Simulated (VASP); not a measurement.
FePt: single point with PBEsol

The system is FePt.

```
Pt Fe
1.0
     2.72350    0.00000    0.00000
     0.00000    2.72350    0.00000
     0.00000    0.00000    3.72000
Pt Fe
1 1
Direct
  0.50000 0.50000 0.50000
  0.00000 0.00000 0.00000
```

```yaml
Program: VASP 6.6.1
Task: single point
Functional: PBEsol
Potentials_or_basis: VASP PAW PBE potentials, release 64 (Pt, Fe)
Cutoff: 520 eV
k_mesh: 10 × 10 × 7
Occupations: fermi-dirac, width 0.05 eV
Spin: collinear spin, ferromagnetic start
Starting_moments: "[0.0, 3.0] μB"
```

```yaml
Pressure: -6.3 GPa
Net_moment: 3.27 μB per cell
Site_moments: Pt +0.34; Fe +2.90 μB
Valence_electrons_inside_the_program's_atomic_spheres: Pt 9.42; Fe 6.99
```

Stress tensor (GPa, compression positive):
```
-6.66  0.00  0.00
 0.00 -6.66  0.00
 0.00  0.00 -5.70
```

Levels at points of the mesh, in eV from the Fermi level:
Spin up:
| k point | band 8 | band 9 | band 10 | band 11 | band 12 | band 13 | band 14 | band 15 |
| --- | --- | --- | --- | --- | --- | --- | --- | --- |
| (0.00, 0.00, 0.00) | -1.91 | -0.52 | -0.39 | -0.39 | 2.19 | 9.72 | 11.58 | 11.58 |
| (0.50, 0.00, 0.00) | -2.51 | -2.15 | -1.64 | 0.12 | 2.00 | 10.39 | 10.49 | 12.47 |
| (0.50, 0.50, 0.00) | -0.47 | -0.47 | 0.54 | 1.52 | 1.52 | 7.53 | 9.99 | 10.82 |
Spin down:
| k point | band 6 | band 7 | band 8 | band 9 | band 10 | band 11 |
| --- | --- | --- | --- | --- | --- | --- |
| (0.00, 0.00, 0.00) | -0.78 | -0.78 | 0.55 | 1.62 | 1.67 | 1.67 |
| (0.50, 0.00, 0.00) | -1.39 | -1.20 | -0.92 | 0.46 | 0.68 | 2.33 |
| (0.50, 0.50, 0.00) | 1.20 | 1.61 | 1.72 | 1.72 | 1.74 | 1.74 |

Wall time 100 s on 1 thread of Intel(R) Xeon(R) Platinum 8375C CPU @ 2.90GHz (Ice Lake), with other jobs on the host, peak memory 0.19 GiB.

Caveat: the cell stands under tension; the PAW data sets were made with another functional, which shifts forces and pressure a little; spin-orbit coupling is left out, which moves the levels of the heavy elements.
